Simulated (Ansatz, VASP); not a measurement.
# Two plane-wave programs on TePb

File INCAR:

```
  PREC = Accurate
  ENCUT = 520
  EDIFF = 1E-6
  ISMEAR = -1
  SIGMA = 0.2
  LREAL = F
  LASPH = T
  NELM = 80
  ALGO = Normal
  ISIF = 2
  LWAVE = F
  LCHARG = F
  GGA = PE
  NBANDS = 17
```

File KPOINTS:

```
Automatic mesh
0
Gamma
  6 6 6
```

Contents of POSCAR:

```
TePb
1.0
    0.0000000000      3.2678368520      3.2678368520
    3.2678368520      0.0000000000      3.2678368520
    3.2678368520      3.2678368520      0.0000000000
Pb Te
1 1
Direct
    0.0000000000      0.0000000000      0.0000000000
    0.5000000000      0.5000000000      0.5000000000
```

Input for Ansatz:

```yaml
crystal:
  lattice:
    - [0.0, 3.267836852, 3.267836852]
    - [3.267836852, 0.0, 3.267836852]
    - [3.267836852, 3.267836852, 0.0]
  atoms:
    - { symbol: Pb, position: [0.0, 0.0, 0.0] }
    - { symbol: Te, position: [0.5, 0.5, 0.5] }
kpoints:
  mp_grid: { grid: [6, 6, 6] }
hamiltonian:
  xc: pbe
scf:
  occupations: { method: fermi_dirac, width: 0.2 }
  n_extra_bands: 4
output:
  forces: true
  stress: true
  eigenvalues: true
```

Alike in both runs: task single point; functional PBE; k mesh 6 × 6 × 6; occupations fermi-dirac, width 0.2 eV; no spin polarisation.

```csv
,VASP,Ansatz
version,VASP 6.6.1,Ansatz 0.2.0
potentials or method,"VASP PAW PBE potentials, release 64 (Pb_d, Te)",plane waves
plane-wave cutoff (eV),520,420
valence electrons in the cell,20,30
```

```tsv
	VASP	Ansatz	Ansatz less VASP
pressure (GPa)	0.5	0.6	+0.06
```

The functional is the same, so the differences come from potentials, cutoffs and numerics. VASP's potentials hold 20 valence electrons a cell and Ansatz's 30, so a difference there can come from the potentials and not from the codes.

Neither program's run includes spin-orbit coupling.
